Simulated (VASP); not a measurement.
Wanted: the native input for a VASP 6.6.1 run.

```yaml
Task: single point
Functional: PBE
Dispersion: D3(BJ)
Potentials_or_basis: VASP PAW PBE potentials, release 64 (Pb_d, S)
Cutoff: 520 eV
k_mesh: 12 × 12 × 12
Occupations: gaussian, width 0.1 eV
Spin: no spin polarisation
Dipole_correction: no
Further_INCAR_settings: ALGO = Normal; EDIFF = 1e-06; NBANDS = 17
```

The structure of PbS lies in POSCAR:

```
PbS
1.0
    4.0089648121      0.0000000000      0.0000000000
   -2.0044824060      3.4718653702      0.0000000000
    0.0000000000      0.0000000000      3.7700367142
Pb S
1 1
Direct
    0.0000000000      0.0000000000      0.0000000000
    0.6666666667      0.3333333333      0.5000000000
```

The input as run:

INCAR

```
SYSTEM = PbS
PREC     = Accurate       ! precision mode
ENCUT    = 520            ! plane-wave cutoff, eV
EDIFF    = 1E-6           ! SCF threshold, eV
ISMEAR   = 0              ! smearing method
SIGMA    = 0.1            ! smearing width, eV
LREAL    = .FALSE.        ! projectors in reciprocal space
LASPH    = .TRUE.         ! aspherical terms in the spheres
NELM     = 80             ! most SCF steps
ALGO     = Normal         ! electronic algorithm
ISIF     = 2              ! what is computed and relaxed
LWAVE    = .FALSE.        ! write WAVECAR
LCHARG   = .FALSE.        ! write CHGCAR
GGA      = PE             ! functional
IVDW     = 12             ! dispersion correction
NBANDS   = 17             ! bands
```

KPOINTS

```
Automatic mesh
0
G
  12 12 12
  0 0 0
```

Potentials or basis: VASP PAW PBE potentials, release 64 (Pb_d, S).

The run is started by

```console
$ cat potpaw_PBE.64/Pb_d/POTCAR potpaw_PBE.64/S/POTCAR > POTCAR
$ mpirun -np 1 vasp_std > vasp.out
```

It gave:

The pressure is -0.1 GPa, the band gap on the k mesh is zero (band 10 reaches 5.87 eV, above the bottom of band 11 at 5.17 eV) and the dispersion energy per atom is -0.345 eV.

Caveat: spin-orbit coupling is left out, which moves the levels of the heavy elements; pairwise dispersion overbinds metals, which lowers pressure and volume.

Wall time 56 s on 1 thread of AMD EPYC 9R14 (Zen 4), on a shared host, peak memory 0.22 GiB.
